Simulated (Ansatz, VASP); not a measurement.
**Two plane-wave programs on InGa7N8**

Contents of POSCAR:

```
InGa7N8
1.0
    0.0000000000      0.0000000000     -5.2498497719
    3.2276209465      5.5904034669      0.0000000000
    3.2276209465     -5.5904034669      0.0000000000
In Ga N
1 7 8
Direct
   -0.0007258996      0.1666666667      0.3333333333
    0.0019994726      0.1670935096      0.8335467548
    0.0019994726      0.6664532452      0.3329064904
    0.0019994726      0.6664532452      0.8335467548
    0.4997827202      0.3363576166      0.6727152331
    0.4997827202      0.3363576166      0.1636423834
    0.5024119535      0.8333333333      0.6666666667
    0.4997827202      0.8272847669      0.1636423834
    0.5917065980      0.1666666667      0.3333333333
    0.6275570266      0.1653688116      0.8326844058
    0.6275570266      0.6673155942      0.3346311884
    0.6275570266      0.6673155942      0.8326844058
    0.1308743956      0.3439485996      0.6878971992
    0.1308743956      0.3439485996      0.1560514004
    0.1259665033      0.8333333333      0.6666666667
    0.1308743956      0.8121028008      0.1560514004
```

INCAR.step1

```
PREC     = Accurate       # precision mode
ENCUT    = 520            # plane-wave cutoff, eV
ISMEAR   = 0              # smearing method
SIGMA    = 0.02           # smearing width, eV
LREAL    = Auto         
LASPH    = T              # aspherical terms in the spheres
NELM     = 100            # most SCF steps
NBANDS   = 86             # bands
GGA      = PE             # functional
ALGO     = Normal         # electronic algorithm
EDIFF    = 1E-4           # SCF threshold, eV
LWAVE    = T              # write WAVECAR
LCHARG   = F              # write CHGCAR
```

File INCAR.step2:

```
PREC     = Accurate       # precision mode
ENCUT    = 520            # plane-wave cutoff, eV
EDIFF    = 1E-7           # SCF threshold, eV
ISMEAR   = 0              # smearing method
SIGMA    = 0.02           # smearing width, eV
LREAL    = Auto         
LASPH    = T              # aspherical terms in the spheres
NELM     = 100            # most SCF steps
ALGO     = Normal         # electronic algorithm
ISIF     = 2              # what is computed and relaxed
LWAVE    = F              # write WAVECAR
LCHARG   = F              # write CHGCAR
METAGGA  = R2SCAN         # meta-GGA
LMIXTAU  = T            
NBANDS   = 86             # bands
ISTART   = 1
```

Contents of KPOINTS:

```
Automatic mesh
0
Gamma
  6 6 6
```

Input for Ansatz:

```yaml
crystal:
  lattice:
    - [0.0, 0.0, -5.2498497719]
    - [3.2276209465, 5.5904034669, 0.0]
    - [3.2276209465, -5.5904034669, 0.0]
  atoms:
    - { symbol: In, position: [-0.0007258996, 0.1666666667, 0.3333333333] }
    - { symbol: Ga, position: [0.0019994726, 0.1670935096, 0.8335467548] }
    - { symbol: Ga, position: [0.0019994726, 0.6664532452, 0.3329064904] }
    - { symbol: Ga, position: [0.0019994726, 0.6664532452, 0.8335467548] }
    - { symbol: Ga, position: [0.4997827202, 0.3363576166, 0.6727152331] }
    - { symbol: Ga, position: [0.4997827202, 0.3363576166, 0.1636423834] }
    - { symbol: Ga, position: [0.5024119535, 0.8333333333, 0.6666666667] }
    - { symbol: Ga, position: [0.4997827202, 0.8272847669, 0.1636423834] }
    - { symbol: "N", position: [0.591706598, 0.1666666667, 0.3333333333] }
    - { symbol: "N", position: [0.6275570266, 0.1653688116, 0.8326844058] }
    - { symbol: "N", position: [0.6275570266, 0.6673155942, 0.3346311884] }
    - { symbol: "N", position: [0.6275570266, 0.6673155942, 0.8326844058] }
    - { symbol: "N", position: [0.1308743956, 0.3439485996, 0.6878971992] }
    - { symbol: "N", position: [0.1308743956, 0.3439485996, 0.1560514004] }
    - { symbol: "N", position: [0.1259665033, 0.8333333333, 0.6666666667] }
    - { symbol: "N", position: [0.1308743956, 0.8121028008, 0.1560514004] }
basis:
  ecutwfc: 500
kpoints:
  mp_grid: { grid: [6, 6, 6] }
  band_path: { path: [[0.0, 0.0, 0.0], [0.05, 0.0, 0.0]], npoints: 1 }
hamiltonian:
  xc: r2scan
scf:
  occupations: { method: gaussian, width: 0.02 }
  n_extra_bands: 11
output:
  forces: true
  stress: true
  eigenvalues: true
```

Alike in both runs: task single point; functional r2SCAN; k mesh 6 × 6 × 6; occupations gaussian, width 0.02 eV; no spin polarisation.

|  | VASP | Ansatz |
| --- | --- | --- |
| version | VASP 6.6.1 | Ansatz 0.2.0 |
| potentials or method | VASP PAW PBE potentials, release 64 (In_d, Ga_d, N), cutoff 520 eV | scalar-relativistic, plane waves, PAW |
| valence electrons in the cell | 144 | 144 |

```csv
,VASP,Ansatz,Ansatz less VASP
gap on the k mesh at the Fermi level (eV),1.87,1.87,0.000
least direct gap on the mesh (eV),1.87,1.87,0.000
pressure (GPa),1.2,0.2,-0.97
"traceless stress, the component that is largest in VASP (GPa)",-0.08,-0.11,-0.032
rms of the force components (eV/Å),0.014,0.018,+0.0033
```

VASP's potentials were made for PBE, not for r2SCAN. Atom by atom the forces differ by 0.007 eV/Å (rms over components).
